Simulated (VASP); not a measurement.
Here is a VASP 6.6.1 calculation.

INCAR

```
SYSTEM = ZnAu
PREC = Accurate
ENCUT = 520
EDIFF = 1E-7
ISMEAR = -1
SIGMA = 0.05
LREAL = .FALSE.
LASPH = .TRUE.
NELM = 100
ALGO = Fast
ISIF = 2
LWAVE = .FALSE.
LCHARG = .TRUE.
GGA = PE
LELF = .TRUE.
LVHAR = .TRUE.
NBANDS = 18
```

File KPOINTS:

```
regular mesh
0
G
  7 7 7
  0 0 0
```

Contents of POSCAR:

```
ZnAu
1.0
    3.2728800000      0.0000000000      0.0000000000
    0.0000000000      3.2728800000      0.0000000000
    0.0000000000      0.0000000000      3.1470000000
Au Zn
1 1
Direct
    0.0000000000      0.0000000000      0.0000000000
    0.5000000000      0.5000000000      0.5000000000
```

Potentials or basis: VASP PAW PBE potentials, release 64 (Au, Zn).

Launch:

```console
$ cat potpaw_PBE.64/Au/POTCAR potpaw_PBE.64/Zn/POTCAR > POTCAR
$ mpirun -np 1 vasp_std > vasp.out
```

(1) Predict the pressure.

Answers

(1) -4.6 GPa.
